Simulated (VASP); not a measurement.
Crystal: YS.

```
CELL_PARAMETERS angstrom
0.00000 2.76486 2.76486
2.76486 0.00000 2.76486
2.76486 2.76486 0.00000
ATOMIC_POSITIONS crystal
Y 0.50000 0.50000 0.50000
S 0.00000 0.00000 0.00000
```

- Program: VASP 6.6.1
- Task: relaxation of cell and atoms
- Functional: LDA
- Potentials or basis: VASP PAW LDA potentials, release 64 (Y_sv, S)
- Cutoff: 600 eV
- k mesh: 14 × 14 × 14
- Occupations: gaussian, width 0.1 eV
- Spin: no spin polarisation

At the start: pressure -5.9 GPa; volume 21.14 Å³/atom.

How do energy, volume and symmetry change on relaxing?

Over 6 steps the energy falls by 24.1 meV/atom and the volume is 19.89 Å³/atom (-5.9 %); space group Fm-3m (No. 225, to 0.05 Å).

The path:
```
step  energy change (eV)  largest force (eV/Å)  pressure (GPa)  volume (Å³)
   1              0.0000                0.0000           -5.88        42.27
   2             -0.0072                0.0000            6.63        37.70
   3             -0.0483                0.0000           -0.06        39.80
   4             -0.0483                0.0000            0.08        39.75
   5             -0.0483                0.0000           -0.06        39.80
   6             -0.0483                0.0000           -0.01        39.78
```

Final structure:
```yaml
crystal:
  lattice:
    - [0.00000, 2.70937, 2.70937]
    - [2.70937, 0.00000, 2.70937]
    - [2.70937, 2.70937, 0.00000]
  atoms:
    - { symbol: Y, position: [0.50000, 0.50000, 0.50000] }
    - { symbol: S, position: [0.00000, 0.00000, 0.00000] }
```
